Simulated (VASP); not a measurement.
A run of VASP 6.6.1:

File INCAR:

```
SYSTEM = CdSe
ALGO = Normal ; EDIFF = 1E-7
ENCUT = 520 ; GGA = PS
ISIF = 2 ; ISMEAR = 0
LASPH = .True. ; LCHARG = .True.
LELF = .True. ; LREAL = .False.
LVHAR = .True. ; LWAVE = .False.
NBANDS = 26 ; NELM = 100
PREC = Accurate ; SIGMA = 0.02
```

File KPOINTS:

```
k-points
0
Gamma
  12 12 6
  0 0 0
```

File POSCAR:

```
CdSe
1.0
    4.0154870425      0.0000000000      0.0000000000
   -2.0077435212      3.4775137874      0.0000000000
    0.0000000000      0.0000000000      6.6807117070
Cd Se
2 2
Direct
    0.6666666667      0.3333333333      0.5030442865
    0.3333333333      0.6666666667      1.0030442865
    0.6666666667      0.3333333333      0.8728157135
    0.3333333333      0.6666666667      0.3728157135
```

Potentials or basis: VASP PAW PBE potentials, release 64 (Cd, Se).

Launch:

```bash
$ cat potpaw_PBE.64/Cd/POTCAR potpaw_PBE.64/Se/POTCAR > POTCAR
$ mpirun -np 1 vasp_std > vasp.out
```

Hardware: 1 thread of Intel(R) Xeon(R) 6975P-C (Granite Rapids) (shared host).

Task: How long does it take, and how much memory?

Result: It took 75 s on 1 thread of Intel(R) Xeon(R) 6975P-C (Granite Rapids) (shared host), peak memory 0.3 GiB. Counts: scf iterations 14, k points 76.
